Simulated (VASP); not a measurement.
A run of VASP 6.6.1 is set up as follows.

The input INCAR:

```
SYSTEM = CsH
  PREC = Accurate
  ENCUT = 520
  EDIFF = 1E-6
  ISMEAR = 0
  SIGMA = 0.02
  LREAL = .False.
  LASPH = .True.
  NELM = 100
  ALGO = Normal
  ISIF = 2
  LWAVE = .False.
  LCHARG = .False.
  NBANDS = 12
```

The input KPOINTS:

```
regular mesh
0
Gamma
  8 8 8
  0 0 0
```

Contents of POSCAR:

```
CsH
1.0
    0.0000000000      2.9238376957      2.9238376957
    2.9238376957      0.0000000000      2.9238376957
    2.9238376957      2.9238376957      0.0000000000
Cs H
1 1
Direct
    0.0000000000      0.0000000000      0.0000000000
    0.5000000000      0.5000000000      0.5000000000
```

Potentials or basis: VASP PAW LDA potentials, release 64 (Cs_sv, H).

Run with:

```bash
$ cat potpaw_LDA.64/Cs_sv/POTCAR potpaw_LDA.64/H/POTCAR > POTCAR
$ mpirun -np 1 vasp_std > vasp.out
```

(1) What does it give for the band gap on the k mesh?

(2) Estimate the pressure.

Results:

(1) 1.47 eV, direct.

(2) 2.0 GPa.

Caveat: spin-orbit coupling is left out, which moves the levels of the heavy elements.
